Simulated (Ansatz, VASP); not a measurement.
MgO in VASP and in Ansatz

```
Mg O
1.0
     0.00000    2.21289    2.21289
     2.21289    0.00000    2.21289
     2.21289    2.21289    0.00000
Mg O
1 1
Direct
  0.00000 0.00000 0.00000
  0.25000 0.25000 0.25000
```

Change from the starting cell: volume scaled by 0.94, crystal datasets.

Alike in both runs: task single point; functional LDA; k mesh 16 × 16 × 16; occupations fermi-dirac, width 0.05 eV; no spin polarisation.

|  | VASP | Ansatz |
| --- | --- | --- |
| version | VASP 6.6.1 | Ansatz 0.2.0 |
| potentials or method | VASP PAW LDA potentials, release 64 (Mg, O), cutoff 600 eV | all-electron PAW with datasets made for the crystal, scalar-relativistic |

```csv
,VASP,Ansatz,Ansatz less VASP
gap on the k mesh at the Fermi level (eV),4.10,4.10,0.000
pressure (GPa),8.2,9.3,+1.09
```

LDA's correlation is that of Perdew and Zunger in VASP and of Perdew and Wang (1992) in Ansatz. Ansatz ran all-electron here, and VASP with PAW potentials.
